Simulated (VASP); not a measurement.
A run of VASP 6.6.1 is set up as follows.

The input INCAR:

```
SYSTEM = ZnCd2S3
PREC = Accurate ; ENCUT = 500
EDIFF = 1E-6 ; ISMEAR = 0
SIGMA = 0.01 ; LREAL = .FALSE.
LASPH = .TRUE. ; NELM = 120
ALGO = Normal ; ISIF = 2
LWAVE = .FALSE. ; LCHARG = .TRUE.
GGA = PE ; LELF = .TRUE.
LVHAR = .TRUE. ; NBANDS = 36
GGA_COMPAT = .FALSE.
```

KPOINTS

```
Automatic mesh
0
G
  10 10 10
  0 0 0
```

POSCAR

```
ZnCd2S3
1.0
   -2.0277315603      2.0277315603      8.7320517673
    2.0277315603     -2.0277315603      8.7320517673
    2.0277315603      2.0277315603     -8.7320517673
Zn Cd S
1 2 3
Direct
    0.0000000000      0.0000000000      0.0000000000
    0.6614288227      0.6614288227      0.0000000000
    0.3385711773      0.3385711773      0.0000000000
    0.7500000000      0.2500000000      0.5000000000
    0.4274873136      0.9274873136      0.5000000000
    0.0725126864      0.5725126864      0.5000000000
```

Potentials or basis: VASP PAW PBE potentials, release 64 (Zn, Cd, S).

The run is started by

```bash
$ cat potpaw_PBE.64/Zn/POTCAR potpaw_PBE.64/Cd/POTCAR potpaw_PBE.64/S/POTCAR > POTCAR
$ mpirun -np 1 vasp_std > vasp.out
```

(1) What does it give for the largest force?

(2) Predict the band gap on the k mesh.

Results:

(1) 0.023 eV/Å.

(2) 1.24 eV.
